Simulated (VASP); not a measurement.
**Al3Ru2: single point with PBEsol**

Al3Ru2:

```xyz
10
Lattice="3.0273 0.0000 0.0000 0.0000 3.0273 0.0000 0.0000 0.0000 14.3799" Properties=species:S:1:pos:R:3 pbc="T T T"
Al    0.0000    0.0000    0.0000
Al    1.5136    1.5136    4.4040
Al    0.0000    0.0000    2.7860
Al    1.5136    1.5136    7.1900
Al    0.0000    0.0000   11.5939
Al    1.5136    1.5136    9.9760
Ru    1.5136    1.5136    1.5194
Ru    0.0000    0.0000    5.6706
Ru    0.0000    0.0000    8.7093
Ru    1.5136    1.5136   12.8606
```

This cell differs from its parent crystal: biaxial strain in the a-b plane: -1.5 %.

```
Program             : VASP 6.6.1
Task                : single point
Functional          : PBEsol
Potentials or basis : VASP PAW PBE potentials, release 64 (Al, Ru_pv)
Cutoff              : 520 eV
k mesh              : 12 × 12 × 4
Occupations         : gaussian, width 0.1 eV
Spin                : no spin polarisation
```

```yaml
Pressure: 4.7 GPa
Largest_force: 0.165 eV/Å
Band_gap_on_the_k_mesh: zero (band 37 reaches 12.05 eV, above the bottom of band 38 at 10.11 eV)
```

Forces in eV/Å, atoms in the order of the input:
```
Al   0.000  0.000  0.000
Al   0.000  0.000 -0.002
Al   0.000  0.000  0.002
Al   0.000  0.000  0.000
Al   0.000  0.000 -0.002
Al   0.000  0.000  0.002
Ru   0.000  0.000 -0.165
Ru   0.000  0.000  0.165
Ru   0.000  0.000 -0.165
Ru   0.000  0.000  0.165
```

Stress tensor (GPa, compression positive):
```
6.43 0.00 0.00
0.00 6.43 0.00
0.00 0.00 1.19
```

Levels at points of the mesh, in eV from the Fermi level:
```
           k point  band 34  band 35  band 36  band 37  band 38  band 39  band 40  band 41  band 42  band 43
(0.00, 0.00, 0.00)    -0.54    -0.13    -0.11    -0.02     0.00     2.24     3.21     4.44     4.63     4.63
(0.50, 0.00, 0.00)    -1.72    -1.06    -1.06    -0.36    -0.36     1.39     1.39     1.78     1.78     4.15
(0.50, 0.50, 0.00)     0.52     0.57     0.57     1.24     1.24     1.28     1.28     2.06     2.06     2.19
(0.00, 0.00, 0.50)    -0.68    -0.12    -0.12    -0.01    -0.01     2.55     2.55     4.99     4.99     4.99
(0.50, 0.00, 0.50)    -1.72    -1.06    -1.06    -0.36    -0.36     1.37     1.37     1.78     1.78     4.06
(0.50, 0.50, 0.50)     0.71     1.24     1.24     1.28     1.28     1.37     1.37     1.37     1.37     1.94
```

Wall time 10 min on 1 thread of Intel(R) Xeon(R) Platinum 8259CL CPU @ 2.50GHz (Skylake/Cascade Lake), on a shared host, peak memory 0.51 GiB.

Caveat: the cell differs from its parent crystal (biaxial strain in the a-b plane: -1.5 %); the PAW data sets were made with another functional, which shifts forces and pressure a little.
